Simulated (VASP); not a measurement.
**Ga4As3N: single point with PBE**

The system is Ga4As3N.

```
CELL_PARAMETERS angstrom
5.38428 0.00000 0.00000
0.00000 5.38428 0.00000
0.00000 0.00000 5.38428
ATOMIC_POSITIONS crystal
Ga 0.50000 0.50000 0.50000
Ga 0.00000 0.50000 0.00000
Ga 0.50000 0.00000 0.00000
Ga 0.00000 0.00000 0.50000
As 0.50000 0.00000 0.50000
As 0.00000 0.50000 0.50000
As 0.50000 0.50000 0.00000
N 0.00000 0.00000 0.00000
```

| Item | Value |
| --- | --- |
| Program | VASP 6.6.1 |
| Task | single point |
| Functional | PBE |
| Potentials or basis | VASP PAW PBE potentials, release 64 (Ga_d, As, N) |
| Cutoff | 520 eV |
| k mesh | 4 × 4 × 4 |
| Occupations | gaussian, width 0.1 eV |
| Spin | no spin polarisation |
| Dipole correction | no |
| Further INCAR settings | ALGO = Normal; EDIFF = 1e-06; NBANDS = 46 |

```
Pressure               : -6.4 GPa
Band gap on the k mesh : zero (band 36 reaches 4.59 eV, above the bottom of band 37 at 3.56 eV)
```

Levels at points of the mesh, in eV from the Fermi level:
| k point | band 33 | band 34 | band 35 | band 36 | band 37 | band 38 | band 39 | band 40 |
| --- | --- | --- | --- | --- | --- | --- | --- | --- |
| (0.00, 0.00, 0.00) | -2.42 | -1.82 | -1.82 | -1.82 | -0.73 | -0.02 | -0.02 | -0.02 |
| (0.50, 0.00, 0.00) | -1.38 | -1.38 | -0.98 | -0.98 | 0.32 | 0.77 | 1.49 | 2.59 |
| (0.50, 0.50, 0.00) | -0.17 | -0.17 | -0.07 | 0.10 | 1.71 | 1.71 | 2.07 | 2.17 |
| (0.50, 0.50, 0.50) | 0.25 | 0.30 | 0.30 | 0.30 | 1.00 | 2.89 | 2.89 | 2.89 |

Wall time 52 s on 1 thread of Intel(R) Xeon(R) Platinum 8488C (Sapphire Rapids), with other jobs on the host, peak memory 0.27 GiB.
